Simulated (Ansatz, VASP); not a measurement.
# Hf4O3: VASP beside Ansatz

The input INCAR:

```
ALGO = Normal
EDIFF = 1E-7
ENCUT = 520
GGA = PE
ISIF = 2
ISMEAR = 0
LASPH = True
LCHARG = False
LREAL = False
LWAVE = False
NBANDS = 38
NELM = 80
PREC = Accurate
SIGMA = 0.2
```

File KPOINTS:

```
k-points
0
Gamma
  4 4 4
```

File POSCAR:

```
Hf4O3
1.0
    0.0000000000      0.0000000000      4.7811645792
    4.9701837890      0.0000000000      0.0000000000
    0.0000000000      4.9701837890      0.0000000000
Hf O
4 3
Direct
    0.7428486487      0.7545942317      0.7545942317
    0.7428486487      0.2454057683      0.2454057683
    0.2571513513      0.7545942317      0.2454057683
    0.2571513513      0.2454057683      0.7545942317
    0.5000000000      0.5000000000      0.0000000000
    0.5000000000      0.0000000000      0.5000000000
    0.5000000000      0.5000000000      0.5000000000
```

Input for Ansatz:

```yaml
crystal:
  lattice:
    - [0.0, 0.0, 4.7811645792]
    - [4.970183789, 0.0, 0.0]
    - [0.0, 4.970183789, 0.0]
  atoms:
    - { symbol: Hf, position: [0.7428486487, 0.7545942317, 0.7545942317] }
    - { symbol: Hf, position: [0.7428486487, 0.2454057683, 0.2454057683] }
    - { symbol: Hf, position: [0.2571513513, 0.7545942317, 0.2454057683] }
    - { symbol: Hf, position: [0.2571513513, 0.2454057683, 0.7545942317] }
    - { symbol: O, position: [0.5, 0.5, 0.0] }
    - { symbol: O, position: [0.5, 0.0, 0.5] }
    - { symbol: O, position: [0.5, 0.5, 0.5] }
basis:
  ecutwfc: 420
kpoints:
  mp_grid: { grid: [4, 4, 4] }
hamiltonian:
  xc: pbe
scf:
  occupations: { method: gaussian, width: 0.2 }
  lower_state_search: "off"
output:
  forces: true
  stress: true
  eigenvalues: true
```

Alike in both runs: task single point; functional PBE; k mesh 4 × 4 × 4; occupations gaussian, width 0.2 eV; no spin polarisation.

|  | VASP | Ansatz |
| --- | --- | --- |
| version | VASP 6.6.1 | Ansatz 0.2.0 |
| potentials or method | VASP PAW PBE potentials, release 64 (Hf_pv, O), cutoff 520 eV | scalar-relativistic, plane waves, PAW |
| valence electrons in the cell | 58 | 122 |

```tsv
	VASP	Ansatz	Ansatz less VASP
gap on the k mesh at the Fermi level (eV)	none	none	-
pressure (GPa)	-1.7	0.0	+1.71
traceless stress, the component that is largest in VASP (GPa)	0.16	0.12	-0.038
rms of the force components (eV/Å)	0.079	0.029	-0.0498
```

Atom by atom the forces differ by 0.103 eV/Å (rms over components). A gap of «none» marks a metal or a gap that the smearing closes. VASP's potentials hold 58 valence electrons a cell and Ansatz's 122, so a difference there can come from the potentials and not from the codes.

Neither program's run includes spin-orbit coupling.
